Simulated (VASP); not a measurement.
# CdSe in VASP: further runs

CdSe is run at these levels: PBE, r2SCAN; tasks: single point.

All numbers are computed with VASP 6.6.1; they aren't measurements. Logs are shortened: lines on timing, memory, paths and dates and some standing lists are left out, and cuts for length are marked.

## (1) The cell of the first run

Symmetry: F-43m, No. 216, cubic system. The conventional cell has a = 5.926 Å, b = 5.926 Å, c = 5.926 Å, α = 90.00°, β = 90.00°, γ = 90.00°. Within 3.4 Å of Cd (site symmetry -43m) lie 4 Se at 2.57 Å. Se (site symmetry -43m) has 4 Cd at 2.57 Å within 3.4 Å.

## (2) Single point, PBE (strained)

Contents of INCAR:

```
ALGO     = Normal         # electronic algorithm
EDIFF    = 1E-7           # SCF threshold, eV
ENCUT    = 520            # plane-wave cutoff, eV
GGA      = PE             # functional
ISIF     = 2              # what is computed and relaxed
ISMEAR   = 0              # smearing method
LASPH    = True           # aspherical terms in the spheres
LCHARG   = False          # write CHGCAR
LREAL    = False          # projectors in reciprocal space
LWAVE    = False          # write WAVECAR
NBANDS   = 16             # bands
NELM     = 80             # most SCF steps
PREC     = Accurate       # precision mode
SIGMA    = 0.05           # smearing width, eV
```

Contents of KPOINTS:

```
k-points
0
Gamma
  10 10 10
```

Contents of POSCAR:

```
CdSe
1.0
    0.0000000000      2.9627810039      2.9627810039
    2.9627810039      0.0000000000      2.9627810039
    2.9627810039      2.9627810039      0.0000000000
Cd Se
1 1
Direct
    0.0000000000      0.0000000000      0.0000000000
    0.7500000000      0.7500000000      0.7500000000
```

Potentials or basis: VASP PAW PBE potentials, release 64 (Cd, Se).

On the command line:

```bash
$ cat potpaw_PBE.64/Cd/POTCAR potpaw_PBE.64/Se/POTCAR > POTCAR
$ mpirun -np 1 vasp_std > vasp.out
```

OUTCAR:

```text
EDIFF = 1E-7
   ENCUT = 520
   GGA = PE
   ISIF = 2
   ISMEAR = 0
   LASPH = True
   LREAL = False
   NELM = 80
   PREC = Accurate

 ion  position               nearest neighbor table
   1  0.000  0.000  0.000-   2 2.57   2 2.57   2 2.57   2 2.57
   2  0.750  0.750  0.750-   1 2.57   1 2.57   1 2.57   1 2.57

  LATTYP: Found a face centered cubic cell.
 ALAT       =     5.9255620078

  Lattice vectors:

 A1 = (   0.0000000000,   2.9627810039,   2.9627810039)
 A2 = (   2.9627810039,   0.0000000000,   2.9627810039)
 A3 = (   2.9627810039,   2.9627810039,   0.0000000000)

Analysis of symmetry for initial positions (statically):
=====================================================================
 Subroutine PRICEL returns:
 Original cell was already a primitive cell.

 Routine SETGRP: Setting up the symmetry group for a
 face centered cubic supercell.

 Subroutine GETGRP returns: Found 24 space group operations
 (whereof 24 operations were pure point group operations)
 out of a pool of 48 trial point group operations.

The static configuration has the point symmetry T_d .

Analysis of symmetry for dynamics (positions and initial velocities):
=====================================================================
 Subroutine PRICEL returns:
 Original cell was already a primitive cell.

 Routine SETGRP: Setting up the symmetry group for a
 face centered cubic supercell.

 Subroutine GETGRP returns: Found 24 space group operations
 (whereof 24 operations were pure point group operations)
 out of a pool of 48 trial point group operations.

The dynamic configuration has the point symmetry T_d .

 Subroutine INISYM returns: Found 24 space group operations
 (whereof 24 operations are pure point group operations),
 and found     1 'primitive' translations

----------------------------------------------------------------------------------------

                                     Primitive cell

  volume of cell :      52.0150

  direct lattice vectors                    reciprocal lattice vectors
     0.000000000  2.962781004  2.962781004    -0.168760364  0.168760364  0.168760364
     2.962781004  0.000000000  2.962781004     0.168760364 -0.168760364  0.168760364
     2.962781004  2.962781004  0.000000000     0.168760364  0.168760364 -0.168760364

  length of vectors
[... 74 lines left out ...]
   ISTART =      0    job   : 0-new  1-cont  2-samecut
   ICHARG =      2    charge: 1-file 2-atom 10-const
   ISPIN  =      1    spin polarized calculation?
   LNONCOLLINEAR =      F non collinear calculations
   LSORBIT =      F    spin-orbit coupling
   LASPH  =      T    aspherical Exc in radial PAW
   ENCUT  =  520.0 eV  38.22 Ry    6.18 a.u.   7.79  7.79  7.79*2*pi/ulx,y,z
   NELM   =     80;   NELMIN=  2; NELMDL= -5     # of ELM steps
   EDIFF  = 0.1E-06   stopping-criterion for ELM
   LREAL  =      F    real-space projection
   EDIFFG = 0.1E-05   stopping-criterion for IOM
   NSW    =      0    number of steps for IOM
   IBRION =     -1    ionic relax: 0-MD 1-quasi-New 2-CG
   NFREE  =      0    steps in history (QN), initial steepest desc. (CG)
   ISIF   =      2    stress and relaxation
   ISYM   =      2    0-nonsym 1-usesym 2-fastsym
   POTIM  = 0.5000    time-step for ionic-motion
   TEBEG  =    0.0;   TEEND  =   0.0 temperature during run
   PSTRESS=    0.0 pullay stress
   NELECT =      18.0000    total number of electrons
   NUPDOWN=      -1.0000    fix difference up-down
   EMIN   =  10.00;   EMAX   =-10.00  energy-range for DOS
   EFERMI =   0.00;   METHOD = LEGACY
   ISMEAR =     0;   SIGMA  =   0.05  broadening in eV -4-tet -1-fermi 0-gaus
   EFERMI_NEDOS =   21; number of points for ismear=-14 and -15
   IALGO  =     38    algorithm
   IMIX   =      4    mixing-type and parameters
     AMIX     =   0.40;   BMIX     =  1.00
     AMIX_MAG =   1.60;   BMIX_MAG =  1.00
  volume/ion in A,a.u.               =      26.01       175.51
  Fermi-wavevector in a.u.,A,eV,Ry     =   1.149360  2.171976 17.973686  1.321029
  Thomas-Fermi vector in A             =   2.286030
   LORBIT       =      0    0 simple, 1 ext, 2 COOP (PROOUT), +10 PAW based schemes
   GGA     = PE    functional components
   LHFCALC =     F    Hartree Fock is set to
   AEXX    =    0.0000 exact exchange contribution
   IVDW    =     0    specifies the selected vdW correction
   LEPSILON=     F    determine dielectric tensor
   LRPA    =     F    only Hartree local field effects (RPA)
 non-spin polarized calculation
 Gauss-broadening in eV      SIGMA  =   0.05
  energy-cutoff  :      520.00
  volume of cell :       52.02
 maximum number of plane-waves:      1422
   NGX = 15   NGY = 15   NGZ = 15

 number of electron      18.0000001 magnetization

 Free energy of the ion-electron system (eV)
  ---------------------------------------------------
  ext. energy  EPLUGINS =         0.00000000
  ---------------------------------------------------
  free energy    TOTEN  =        -5.31600708 eV

  energy without entropy =       -5.31600708  energy(sigma->0) =       -5.31600708

 E-fermi :   1.8342     XC(G=0):  -9.2482

 val. band max:        1.6017889198   @ k =   0.0000   0.0000   0.0000
 cond. band min:       2.3731360497   @ k =   0.0000   0.0000   0.0000
 fundamental gap:      0.7713471300
 Fermi energy:         1.8341666144

 k-point     1 :       0.0000    0.0000    0.0000
  band No.  band energies     occupation
      1     -11.4694      2.00000
      2      -6.6361      2.00000
      3      -6.6361      2.00000
      4      -6.6361      2.00000
      5      -6.1694      2.00000
      6      -6.1694      2.00000
[... 433 lines left out ...]
      3      -6.3934      2.00000
      4      -6.3490      2.00000
      5      -6.1136      2.00000
      6      -5.9876      2.00000
[... 8 lines left out ...]
     15      13.9946      0.00000
     16      15.8092      0.00000

 [... further k-points ...]
[... 5 lines left out ...]
  --------------------------------------------------------------------------------------
  -------------------------------------------------------------------------------------
  Total        2.8067217      2.8067217      2.8067217      0.0000000      0.0000000      0.0000000
  in kB       86.4532425     86.4532425     86.4532425      0.0000000      0.0000000      0.0000000
  external PRESSURE =      86.4532425 kB  Pullay stress =       0.0000000 kB

 VOLUME and BASIS-vectors are now :
 -----------------------------------------------------------------------------
  energy-cutoff  :      520.00
  volume of cell :       52.02
      direct lattice vectors                 reciprocal lattice vectors
     0.000000000  2.962781004  2.962781004    -0.168760364  0.168760364  0.168760364
     2.962781004  0.000000000  2.962781004     0.168760364 -0.168760364  0.168760364
     2.962781004  2.962781004  0.000000000     0.168760364  0.168760364 -0.168760364

 POSITION                                       TOTAL-FORCE (eV/Angst)
 -----------------------------------------------------------------------------------
      0.00000      0.00000      0.00000         0.000000      0.000000      0.000000
      4.44417      4.44417      4.44417        -0.000000     -0.000000     -0.000000
 -----------------------------------------------------------------------------------
    total drift:                                0.000000      0.000000      0.000000

  FREE ENERGIE OF THE ION-ELECTRON SYSTEM (eV)
  ---------------------------------------------------
  free  energy   TOTEN  =        -5.3160070798 eV

  energy  without entropy=       -5.3160070798  energy(sigma->0) =       -5.31600708
```

stdout:

```text
POSCAR found type information on POSCAR CdSe
 POSCAR found :  2 types and       2 ions
 scaLAPACK will be used
 LDA part: xc-table for (Slater+PW92), standard interpolation
 POSCAR, INCAR and KPOINTS ok, starting setup
 FFT: planning ... GRIDC
 FFT: planning ... GRID_SOFT
 FFT: planning ... GRID
 WAVECAR not read
 entering main loop
```

It took 29 s on 1 thread of AMD EPYC 7R13 (Zen 3), shared host; peak memory 0.17 GiB.

Results:

- Free energy: -5.3160 eV
- Pressure: 8.6 GPa
- Band gap on the k mesh: 0.77 eV

Levels at points of the mesh, in eV from the valence-band top:
```
           k point  band 5  band 6  band 7  band 8  band 9  band 10  band 11  band 12  band 13  band 14
(0.00, 0.00, 0.00)   -7.77   -7.77    0.00    0.00    0.00     0.77     5.92     5.92     5.92    10.10
(0.50, 0.00, 0.00)   -7.74   -7.41   -4.88   -0.87   -0.87     2.49     6.45     6.45     7.63    10.29
(0.50, 0.50, 0.00)   -7.70   -7.34   -4.45   -2.14   -2.14     2.98     3.81     9.51    10.69    10.69
```

Caveat: the cell differs from its parent crystal (strained); the cell stands under pressure; semilocal functionals underestimate gaps, and a narrow one can read as zero.

[end of part 1 of 2]
